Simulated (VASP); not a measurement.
# PbS (R3m) in VASP: settings compared, part 2 of 2

VASP 6.6.1. Earlier steps stand in the parts before.

**5. Single point, LDA**

This run uses another cell than the first one, of 26.21 Å³/atom.

INCAR

```
SYSTEM = PbS
PREC = Accurate ; ENCUT = 520
EDIFF = 1E-7 ; ISMEAR = 0
SIGMA = 0.01 ; LREAL = .False.
LASPH = .True. ; NELM = 80
ALGO = Normal ; ISIF = 2
LWAVE = .False. ; LCHARG = .False.
GGA = CA ; NBANDS = 17
```

KPOINTS

```
regular mesh
0
Gamma
  8 8 8
  0 0 0
```

POSCAR

```
PbS
1.0
    2.1005109211      1.2127305457      3.4301899190
   -2.1005109211      1.2127305457      3.4301899190
    0.0000000000     -2.4254610915      3.4301899190
Pb S
1 1
Direct
    0.9781436725      0.9781436725      0.9781436725
    0.4774576575      0.4774576575      0.4774576575
```

Potentials or basis: VASP PAW LDA potentials, release 64 (Pb_d, S).

Run with:

```bash
$ cat potpaw_LDA.64/Pb_d/POTCAR potpaw_LDA.64/S/POTCAR > POTCAR
$ mpirun -np 1 vasp_std > vasp.out
```

OUTCAR:

```text
SYSTEM = PbS
   PREC = Accurate
   ENCUT = 520
   EDIFF = 1E-7
   ISMEAR = 0
   LREAL = .False.
   LASPH = .True.
   NELM = 80
   ISIF = 2
   GGA = CA

 ion  position               nearest neighbor table
   1  0.978  0.978  0.978-   2 2.97   2 2.97   2 2.97   2 2.97   2 2.97   2 2.97
   2  0.477  0.477  0.477-   1 2.97   1 2.97   1 2.97   1 2.97   1 2.97   1 2.97

  LATTYP: Found a trigonal (rhomboedric) cell.
 ALAT       =     4.2010789550
 COS(alpha) =     0.5000135947

  Lattice vectors:

 A1 = (   2.1005109211,   1.2127305457,   3.4301899190)
 A2 = (  -2.1005109211,   1.2127305457,   3.4301899190)
 A3 = (   0.0000000000,  -2.4254610915,   3.4301899190)

Analysis of symmetry for initial positions (statically):
=====================================================================
 Subroutine PRICEL returns:
 Original cell was already a primitive cell.

 Routine SETGRP: Setting up the symmetry group for a
 trigonal (rhombohedral) supercell.

 Subroutine GETGRP returns: Found  6 space group operations
 (whereof  6 operations were pure point group operations)
 out of a pool of 12 trial point group operations.

The static configuration has the point symmetry C_3v.

Analysis of symmetry for dynamics (positions and initial velocities):
=====================================================================
 Subroutine PRICEL returns:
 Original cell was already a primitive cell.

 Routine SETGRP: Setting up the symmetry group for a
 trigonal (rhombohedral) supercell.

 Subroutine GETGRP returns: Found  6 space group operations
 (whereof  6 operations were pure point group operations)
 out of a pool of 12 trial point group operations.

The dynamic configuration has the point symmetry C_3v.

 Subroutine INISYM returns: Found  6 space group operations
 (whereof  6 operations are pure point group operations),
 and found     1 'primitive' translations
[... 104 lines left out ...]
   TEBEG  =    0.0;   TEEND  =   0.0 temperature during run
   PSTRESS=    0.0 pullay stress
   NELECT =      20.0000    total number of electrons
   NUPDOWN=      -1.0000    fix difference up-down
   EMIN   =  10.00;   EMAX   =-10.00  energy-range for DOS
   EFERMI =   0.00;   METHOD = LEGACY
   ISMEAR =     0;   SIGMA  =   0.01  broadening in eV -4-tet -1-fermi 0-gaus
   EFERMI_NEDOS =   21; number of points for ismear=-14 and -15
   IALGO  =     38    algorithm
   IMIX   =      4    mixing-type and parameters
     AMIX     =   0.40;   BMIX     =  1.00
     AMIX_MAG =   1.60;   BMIX_MAG =  1.00
  volume/ion in A,a.u.               =      26.21       176.90
  Fermi-wavevector in a.u.,A,eV,Ry     =   1.187313  2.243696 19.180303  1.409712
  Thomas-Fermi vector in A             =   2.323467
   LORBIT       =      0    0 simple, 1 ext, 2 COOP (PROOUT), +10 PAW based schemes
   GGA     = CA    functional components
   LHFCALC =     F    Hartree Fock is set to
   AEXX    =    0.0000 exact exchange contribution
   IVDW    =     0    specifies the selected vdW correction
   LEPSILON=     F    determine dielectric tensor
   LRPA    =     F    only Hartree local field effects (RPA)
 non-spin polarized calculation
 Gauss-broadening in eV      SIGMA  =   0.01
  energy-cutoff  :      520.00
  volume of cell :       52.43
 maximum number of plane-waves:      1428
   NGX = 15   NGY = 15   NGZ = 15

 number of electron      20.0000001 magnetization

 Free energy of the ion-electron system (eV)
  ---------------------------------------------------
  ext. energy  EPLUGINS =         0.00000000
  ---------------------------------------------------
  free energy    TOTEN  =        -9.97798997 eV

  energy without entropy =       -9.97798997  energy(sigma->0) =       -9.97798997

 E-fermi :   5.6461     XC(G=0): -10.0067

 val. band max:        5.5272954173   @ k =   0.5000   0.0000   0.0000
 cond. band min:       5.7515918756   @ k =   0.5000   0.0000   0.0000
 fundamental gap:      0.2242964583
 Fermi energy:         5.6461470086

 k-point     1 :       0.0000    0.0000    0.0000
  band No.  band energies     occupation
      1     -11.2354      2.00000
      2     -11.2354      2.00000
      3     -11.2354      2.00000
      4     -11.2262      2.00000
      5     -11.2262      2.00000
      6      -7.9951      2.00000
[... 457 lines left out ...]
      4     -11.2108      2.00000
      5     -11.2009      2.00000
      6      -7.2120      2.00000
[... 9 lines left out ...]
     16      15.0589      0.00000
     17      16.3060      0.00000

 [... further k-points ...]
[... 5 lines left out ...]
  --------------------------------------------------------------------------------------
  -------------------------------------------------------------------------------------
  Total       -0.9191229     -0.9191229     -0.9190127      0.0000000      0.0000000      0.0000000
  in kB      -28.0883034    -28.0883034    -28.0849354      0.0000000      0.0000000      0.0000000
  external PRESSURE =     -28.0871807 kB  Pullay stress =       0.0000000 kB

 VOLUME and BASIS-vectors are now :
 -----------------------------------------------------------------------------
  energy-cutoff  :      520.00
  volume of cell :       52.43
      direct lattice vectors                 reciprocal lattice vectors
     2.100510921  1.212730546  3.430189919     0.238037325  0.137430913  0.097176349
    -2.100510921  1.212730546  3.430189919    -0.238037325  0.137430913  0.097176349
     0.000000000 -2.425461091  3.430189919     0.000000000 -0.274861827  0.097176349

 POSITION                                       TOTAL-FORCE (eV/Angst)
 -----------------------------------------------------------------------------------
      0.00000     -0.00000     10.06566         0.000000     -0.000000      0.000250
      0.00000     -0.00000      4.91331         0.000000      0.000000     -0.000250
 -----------------------------------------------------------------------------------
    total drift:                               -0.000000     -0.000000      0.000041

  FREE ENERGIE OF THE ION-ELECTRON SYSTEM (eV)
  ---------------------------------------------------
  free  energy   TOTEN  =        -9.9779899671 eV

  energy  without entropy=       -9.9779899671  energy(sigma->0) =       -9.97798997
```

stdout:

```text
POSCAR found type information on POSCAR PbS
 POSCAR found :  2 types and       2 ions
 scaLAPACK will be used
 -----------------------------------------------------------------------------
|                                                                             |
|           W    W    AA    RRRRR   N    N  II  N    N   GGGG   !!!           |
[... 19 lines left out ...]
 -----------------------------------------------------------------------------

 LDA part: xc-table for (Slater(with rela. corr.)+CA(PZ))
 , standard interpolation
 POSCAR, INCAR and KPOINTS ok, starting setup
 FFT: planning ... GRIDC
 FFT: planning ... GRID_SOFT
 FFT: planning ... GRID
 WAVECAR not read
 entering main loop
```

Wall time 36 s (1 thread of Intel Xeon Platinum 8259CL at 2.50GHz (Skylake/Cascade Lake), shared host); peak memory 0.19 GiB.

Results:

* Free energy: -9.9780 eV
* Pressure: -2.8 GPa
* Band gap on the k mesh: 0.22 eV

Caveat: spin-orbit coupling is left out, which moves the levels of the heavy elements. A k mesh can miss the band edges.

**6. The runs side by side**

```csv
level,potentials or basis,cell,k mesh,smearing,gap on the mesh (eV),pressure (GPa)
PBE+D4,"VASP PAW PBE potentials, release 64 (Pb_d, S)","a = 4.198 Å, angles 60.0°, 2 atoms",6 × 6 × 6,fermi-dirac 0.02 eV,0.38,-0.1
r2SCAN+rVV10,"VASP PAW PBE potentials, release 64 (Pb_d, S)","a = 4.201 Å, angles 60.0°, 2 atoms",6 × 6 × 6,fermi-dirac 0.02 eV,0.60,0.1
PBE,"VASP PAW PBE potentials, release 64 (Pb_d, S)","a = 4.201 Å, angles 60.0°, 2 atoms",8 × 8 × 8,fermi-dirac 0.02 eV,0.38,1.8
LDA,"VASP PAW LDA potentials, release 64 (Pb_d, S)","a = 4.201 Å, angles 60.0°, 2 atoms",8 × 8 × 8,gaussian 0.01 eV,0.22,-2.8
```

Alike in all rows: task single point; no spin polarisation; cutoff (eV) 520.

Caveats: spin-orbit coupling is left out, which moves the levels of the heavy elements; the PAW data sets were made with another functional, which shifts forces and pressure a little (at least some runs).

Absolute energies hang on the potentials; compare differences alone.
